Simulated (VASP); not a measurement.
# MgS (Niningerite) (Fm-3m) in VASP: a series of runs

MgS (Niningerite) is run at these levels: PBE, PBEsol+D3(BJ); tasks: single point.

Program: VASP 6.6.1. These are calculated values, not measurements. Logs are shortened: lines on timing, memory, paths and dates and some standing lists are left out, and cuts for length are marked.

## 1. The cell of the first run

Symmetry: Fm-3m, No. 225, cubic system. The conventional cell has a = 5.203 Å, b = 5.203 Å, c = 5.203 Å, α = 90.00°, β = 90.00°, γ = 90.00°. S (site symmetry m-3m) has 6 Mg at 2.60 Å within 3.4 Å. Within 3.4 Å of Mg (site symmetry m-3m) lie 6 S at 2.60 Å.

## 2. Single point, PBE

File INCAR:

```
PREC = Accurate
ENCUT = 520
EDIFF = 1E-7
ISMEAR = -1
SIGMA = 0.05
LREAL = F
LASPH = T
NELM = 60
ALGO = Normal
ISIF = 2
LWAVE = F
LCHARG = F
GGA = PE
NBANDS = 11
```

File KPOINTS:

```
regular mesh
0
Gamma
  6 6 6
```

File POSCAR:

```
MgS
1.0
    0.0000000000      2.6016500000      2.6016500000
    2.6016500000      0.0000000000      2.6016500000
    2.6016500000      2.6016500000      0.0000000000
S Mg
1 1
Direct
    0.5000000000      0.5000000000      0.5000000000
    0.0000000000      0.0000000000      0.0000000000
```

Potentials or basis: VASP PAW PBE potentials, release 64 (S, Mg).

Run with:

```
cat potpaw_PBE.64/S/POTCAR potpaw_PBE.64/Mg/POTCAR > POTCAR
mpirun -np 1 vasp_std > vasp.out
```

OUTCAR:

```text
PREC = Accurate
   ENCUT = 520
   EDIFF = 1E-7
   ISMEAR = -1
   LREAL = F
   LASPH = T
   NELM = 60
   ISIF = 2
   GGA = PE

 ion  position               nearest neighbor table
   1  0.500  0.500  0.500-   2 2.60   2 2.60   2 2.60   2 2.60   2 2.60   2 2.60
   2  0.000  0.000  0.000-   1 2.60   1 2.60   1 2.60   1 2.60   1 2.60   1 2.60

  LATTYP: Found a face centered cubic cell.
 ALAT       =     5.2033000000

  Lattice vectors:

 A1 = (   0.0000000000,   2.6016500000,   2.6016500000)
 A2 = (   2.6016500000,   0.0000000000,   2.6016500000)
 A3 = (   2.6016500000,   2.6016500000,   0.0000000000)

Analysis of symmetry for initial positions (statically):
[... 33 lines left out ...]
                                     Primitive cell

  volume of cell :      35.2190

  direct lattice vectors                    reciprocal lattice vectors
     0.000000000  2.601650000  2.601650000    -0.192185728  0.192185728  0.192185728
     2.601650000  0.000000000  2.601650000     0.192185728 -0.192185728  0.192185728
     2.601650000  2.601650000  0.000000000     0.192185728  0.192185728 -0.192185728

  length of vectors
     3.679288715  3.679288715  3.679288715     0.332875446  0.332875446  0.332875446

  position of ions in fractional coordinates (direct lattice)
[... 8 lines left out ...]
----------------------------------------------------------------------------------------

 KPOINTS: regular mesh

Automatic generation of k-mesh.
 Grid dimensions read from file:
 generate k-points for:    6    6    6

 Generating k-lattice:

  Cartesian coordinates                     Fractional coordinates (reciprocal lattice)
    -0.032030955  0.032030955  0.032030955     0.166666667  0.000000000  0.000000000
     0.032030955 -0.032030955  0.032030955     0.000000000  0.166666667  0.000000000
     0.032030955  0.032030955 -0.032030955     0.000000000  0.000000000  0.166666667

  Length of vectors
     0.055479241  0.055479241  0.055479241

  Shift w.r.t. Gamma in fractional coordinates (k-lattice)
     0.000000000  0.000000000  0.000000000

 Subroutine IBZKPT returns following result:
 ===========================================

 Found     16 irreducible k-points:

 Following reciprocal coordinates:
            Coordinates               Weight
  0.000000  0.000000  0.000000      1.000000
  0.166667  0.000000  0.000000      8.000000
  0.333333  0.000000  0.000000      8.000000
  0.500000  0.000000  0.000000      4.000000
  0.166667  0.166667  0.000000      6.000000
  0.333333  0.166667  0.000000     24.000000
[... 8 lines left out ...]
 -0.333333  0.333333  0.166667     24.000000
 -0.333333  0.500000  0.166667     12.000000
   k-points           NKPTS =     16   k-points in BZ     NKDIM =     16   number of bands    NBANDS=     11
   number of dos      NEDOS =    301   number of ions     NIONS =      2
   total plane-waves  NPLWV =  21952
   dimension x,y,z NGX =    28 NGY =   28 NGZ =   28
   dimension x,y,z NGXF=    56 NGYF=   56 NGZF=   56
   ions per type =               1   1
   NGX,Y,Z   is equivalent  to a cutoff of  12.65, 12.65, 12.65 a.u.
   NGXF,Y,Z  is equivalent  to a cutoff of  25.30, 25.30, 25.30 a.u.
 SYSTEM =  unknown system
   PREC   = accura    normal or accurate (medium, high low for compatibility)
   ISTART =      0    job   : 0-new  1-cont  2-samecut
   ICHARG =      2    charge: 1-file 2-atom 10-const
   ISPIN  =      1    spin polarized calculation?
   LNONCOLLINEAR =      F non collinear calculations
   LSORBIT =      F    spin-orbit coupling
   LASPH  =      T    aspherical Exc in radial PAW
   ENCUT  =  520.0 eV  38.22 Ry    6.18 a.u.   6.84  6.84  6.84*2*pi/ulx,y,z
   NELM   =     60;   NELMIN=  2; NELMDL= -5     # of ELM steps
   EDIFF  = 0.1E-06   stopping-criterion for ELM
   LREAL  =      F    real-space projection
   EDIFFG = 0.1E-05   stopping-criterion for IOM
   NSW    =      0    number of steps for IOM
   IBRION =     -1    ionic relax: 0-MD 1-quasi-New 2-CG
[... 8 lines left out ...]
   EMIN   =  10.00;   EMAX   =-10.00  energy-range for DOS
   EFERMI =   0.00;   METHOD = LEGACY
   ISMEAR =    -1;   SIGMA  =   0.05  broadening in eV -4-tet -1-fermi 0-gaus
   EFERMI_NEDOS =   21; number of points for ismear=-14 and -15
   IALGO  =     38    algorithm
   IMIX   =      4    mixing-type and parameters
     AMIX     =   0.40;   BMIX     =  1.00
     AMIX_MAG =   1.60;   BMIX_MAG =  1.00
  volume/ion in A,a.u.               =      17.61       118.83
  Fermi-wavevector in a.u.,A,eV,Ry     =   0.998878  1.887606 13.575323  0.997758
  Thomas-Fermi vector in A             =   2.131131
   LORBIT       =      0    0 simple, 1 ext, 2 COOP (PROOUT), +10 PAW based schemes
   GGA     = PE    functional components
   LHFCALC =     F    Hartree Fock is set to
   AEXX    =    0.0000 exact exchange contribution
   IVDW    =     0    specifies the selected vdW correction
   LEPSILON=     F    determine dielectric tensor
   LRPA    =     F    only Hartree local field effects (RPA)
 non-spin polarized calculation
  energy-cutoff  :      520.00
  volume of cell :       35.22
 maximum number of plane-waves:       960
   NGX = 13   NGY = 13   NGZ = 13

 number of electron       8.0000000 magnetization

 Free energy of the ion-electron system (eV)
  ---------------------------------------------------
  ext. energy  EPLUGINS =         0.00000000
  ---------------------------------------------------
  free energy    TOTEN  =        -8.49920615 eV

  energy without entropy =       -8.49920615  energy(sigma->0) =       -8.49920615

 E-fermi :   4.7494     XC(G=0):  -9.6875

 val. band max:        3.7275054628   @ k =   0.0000   0.0000   0.0000
 cond. band min:       6.5009539394   @ k =   0.5000   0.5000   0.0000
 fundamental gap:      2.7734484765
 Fermi energy:         4.7494241978

 k-point     1 :       0.0000    0.0000    0.0000
  band No.  band energies     occupation
      1      -8.9394      2.00000
      2       3.7275      2.00000
      3       3.7275      2.00000
      4       3.7275      2.00000
      5       7.4368      0.00000
      6      11.6806      0.00000
      7      11.6806      0.00000
      8      11.6806      0.00000
      9      14.0759      0.00000
     10      14.0759      0.00000
     11      16.2644      0.00000

 k-point     2 :       0.1667    0.0000    0.0000
  band No.  band energies     occupation
      1      -8.6757      2.00000
      2       2.0992      2.00000
      3       3.5589      2.00000
      4       3.5589      2.00000
      5       8.5353      0.00000
      6      11.3841      0.00000
      7      11.9415      0.00000
      8      11.9415      0.00000
      9      13.3753      0.00000
     10      13.3753      0.00000
     11      16.1596      0.00000

 k-point     3 :       0.3333    0.0000    0.0000
  band No.  band energies     occupation
      1      -8.0396      2.00000
      2      -0.1124      2.00000
      3       3.2669      2.00000
      4       3.2669      2.00000
      5       8.5099      0.00000
      6      11.0654      0.00000
      7      11.0654      0.00000
      8      13.0720      0.00000
      9      15.2405      0.00000
     10      15.2405      0.00000
     11      15.2843      0.00000

 k-point     4 :       0.5000    0.0000    0.0000
  band No.  band energies     occupation
      1      -7.6338      2.00000
      2      -1.1020      2.00000
      3       3.1383      2.00000
      4       3.1383      2.00000
      5       8.2746      0.00000
      6      10.6334      0.00000
      7      10.6334      0.00000
      8      13.8401      0.00000
      9      15.8810      0.00000
     10      18.1136      0.00000
     11      18.1136      0.00000

 k-point     5 :       0.1667    0.1667    0.0000
  band No.  band energies     occupation
      1      -8.5902      2.00000
      2       2.1948      2.00000
      3       3.1971      2.00000
      4       3.1971      2.00000
      5       9.0503      0.00000
      6      10.2415      0.00000
      7      11.6354      0.00000
      8      12.8106      0.00000
      9      12.8106      0.00000
     10      14.5350      0.00000
     11      17.8733      0.00000
[... 99 lines left out ...]
 k-point    13 :       0.5000    0.5000    0.0000
  band No.  band energies     occupation
      1      -7.2626      2.00000
      2      -0.4658      2.00000
      3       2.0451      2.00000
      4       2.0451      2.00000
      5       6.5010      0.00000
      6       8.1217      0.00000
      7      15.7315      0.00000
      8      16.5457      0.00000
      9      17.0986      0.00000
     10      17.0986      0.00000
     11      19.5656      0.00000

 k-point    14 :       0.5000    0.3333    0.1667
  band No.  band energies     occupation
      1      -7.6066      2.00000
      2       0.0422      2.00000
      3       1.5370      2.00000
      4       2.4956      2.00000
      5       9.0121      0.00000
      6      10.3498      0.00000
      7      11.0440      0.00000
      8      13.5634      0.00000
      9      15.2782      0.00000
     10      18.5624      0.00000
     11      19.0429      0.00000

 k-point    15 :      -0.3333    0.3333    0.1667
  band No.  band energies     occupation
      1      -7.3313      2.00000
      2      -0.1951      2.00000
      3       1.0160      2.00000
      4       2.1427      2.00000
      5       9.0509      0.00000
      6      10.4461      0.00000
      7      12.4144      0.00000
      8      12.6515      0.00000
      9      15.9613      0.00000
     10      17.6252      0.00000
     11      19.4351      0.00000

 k-point    16 :      -0.3333    0.5000    0.1667
  band No.  band energies     occupation
      1      -7.2290      2.00000
      2      -0.0227      2.00000
      3       1.1485      2.00000
      4       1.5147      2.00000
      5       8.1347      0.00000
      6       9.9502      0.00000
      7      12.8853      0.00000
      8      13.5286      0.00000
      9      17.5294      0.00000
     10      18.7652      0.00000
     11      19.1931      0.00000

------------------------ aborting loop because EDIFF is reached ----------------------------------------

  FORCE on cell =-STRESS in cart. coord.  units (eV):
  Direction    XX          YY          ZZ          XY          YZ          ZX
  --------------------------------------------------------------------------------------
  -------------------------------------------------------------------------------------
  Total        0.1948485      0.1948485      0.1948485      0.0000000      0.0000000     -0.0000000
  in kB        8.8640271      8.8640271      8.8640271      0.0000000      0.0000000     -0.0000000
  external PRESSURE =       8.8640271 kB  Pullay stress =       0.0000000 kB

 VOLUME and BASIS-vectors are now :
 -----------------------------------------------------------------------------
  energy-cutoff  :      520.00
  volume of cell :       35.22
      direct lattice vectors                 reciprocal lattice vectors
     0.000000000  2.601650000  2.601650000    -0.192185728  0.192185728  0.192185728
     2.601650000  0.000000000  2.601650000     0.192185728 -0.192185728  0.192185728
     2.601650000  2.601650000  0.000000000     0.192185728  0.192185728 -0.192185728

 POSITION                                       TOTAL-FORCE (eV/Angst)
 -----------------------------------------------------------------------------------
      2.60165      2.60165      2.60165        -0.000000      0.000000      0.000000
      0.00000      0.00000      0.00000         0.000000     -0.000000     -0.000000
 -----------------------------------------------------------------------------------
    total drift:                                0.000000      0.000000      0.000000

  FREE ENERGIE OF THE ION-ELECTRON SYSTEM (eV)
  ---------------------------------------------------
  free  energy   TOTEN  =        -8.4992061490 eV

  energy  without entropy=       -8.4992061489  energy(sigma->0) =       -8.49920615
```

Wall time 5 s (1 thread of Intel Xeon Platinum 8559C (Emerald Rapids), shared host); peak memory 0.15 GiB.

What came out:

```yaml
Free_energy: -8.4992 eV
Pressure: 0.9 GPa
Band_gap_on_the_k_mesh: 2.77 eV, indirect (least direct gap 3.71 eV)
```

A k mesh can miss the band edges. As with any semilocal functional, this PBE gap is likely too small.

## 3. Single point, PBE

File INCAR:

```
SYSTEM = MgS
  PREC = Accurate
  ENCUT = 520
  EDIFF = 1E-6
  ISMEAR = 0
  SIGMA = 0.02
  LREAL = .FALSE.
  LASPH = .TRUE.
  NELM = 100
  ALGO = Normal
  ISIF = 2
  LWAVE = .FALSE.
  LCHARG = .TRUE.
  GGA = PE
  LELF = .TRUE.
  LVHAR = .TRUE.
  NBANDS = 11
```

File KPOINTS:

```
Automatic mesh
0
G
  9 9 9
  0 0 0
```

POSCAR is that of step 2.

Potentials or basis: VASP PAW PBE potentials, release 64 (S, Mg).

Run with:

```
cat potpaw_PBE.64/S/POTCAR potpaw_PBE.64/Mg/POTCAR > POTCAR
mpirun -np 1 vasp_std > vasp.out
```

It took 22 s on 1 thread of Intel Xeon 8259CL, shared host; peak memory 0.16 GiB.

The run converged. Its results:

| Property | Result |
| --- | --- |
| Free energy | -8.5020 eV |
| Pressure | 0.9 GPa |
| Band gap on the k mesh | 2.91 eV, indirect (least direct gap 3.71 eV) |

Levels at points of the mesh, in eV from the valence-band top:
```tsv
k point	band 1	band 2	band 3	band 4	band 5	band 6	band 7	band 8
(0.00, 0.00, 0.00)	-12.67	0.00	0.00	0.00	3.71	7.95	7.95	7.95
```

## 4. Single point, PBEsol+D3(BJ)

File INCAR:

```
SYSTEM = MgS
PREC     = Accurate       ! precision mode
ENCUT    = 520            ! plane-wave cutoff, eV
EDIFF    = 1E-6           ! SCF threshold, eV
ISMEAR   = 0              ! smearing method
SIGMA    = 0.1            ! smearing width, eV
LREAL    = .False.        ! projectors in reciprocal space
LASPH    = .True.         ! aspherical terms in the spheres
NELM     = 60             ! most SCF steps
ALGO     = Normal         ! electronic algorithm
ISIF     = 2              ! what is computed and relaxed
LWAVE    = .False.        ! write WAVECAR
LCHARG   = .False.        ! write CHGCAR
GGA      = PS             ! functional
IVDW     = 12             ! dispersion correction
NBANDS   = 11             ! bands
```

File KPOINTS:

```
regular mesh
0
Gamma
  9 9 9
  0 0 0
```

POSCAR is that of step 3.

Run with:

```
cat potpaw_PBE.64/S/POTCAR potpaw_PBE.64/Mg/POTCAR > POTCAR
mpirun -np 1 vasp_std > vasp.out
```

It took 21 s on 1 thread of Intel Xeon 8259CL, shared host; peak memory 0.17 GiB.

It converged, with:

- Free energy: -9.6748 eV
- Pressure: -3.9 GPa
- Band gap on the k mesh: 2.83 eV, indirect (least direct gap 3.59 eV)
- Dispersion energy per atom: -0.301 eV

Levels at points of the mesh, in eV from the valence-band top:
```
           k point  band 1  band 2  band 3  band 4  band 5  band 6  band 7  band 8  band 9
(0.00, 0.00, 0.00)  -12.68    0.00    0.00    0.00    3.59    7.85    7.85    7.85   10.31
```

Caveat: the PAW data sets were made with another functional, which shifts forces and pressure a little. A k mesh can miss the band edges.

## 5. Summary

| level | k mesh | smearing | gap on the mesh (eV) | pressure (GPa) |
| --- | --- | --- | --- | --- |
| PBE | 6 × 6 × 6 | fermi-dirac 0.05 eV | 2.77 | 0.9 |
| PBE | 9 × 9 × 9 | gaussian 0.02 eV | 2.91 | 0.9 |
| PBEsol+D3(BJ) | 9 × 9 × 9 | gaussian 0.1 eV | 2.83 | -3.9 |

Alike in all rows: task single point; potentials or basis VASP PAW PBE potentials, release 64 (S, Mg); no spin polarisation; cell as given; cutoff (eV) 520.

On the cell as given the gap runs from 2.77 eV (PBE) to 2.91 eV (PBE); the meshes differ, which moves gaps too. The pressure there spans -3.9 GPa (PBEsol+D3(BJ)) to 0.9 GPa (PBE); a positive pressure means that this level wants a larger cell, a negative one a smaller.

Caveats: the PAW data sets were made with another functional, which shifts forces and pressure a little (some runs).

Absolute energies hang on the potentials; compare differences alone.
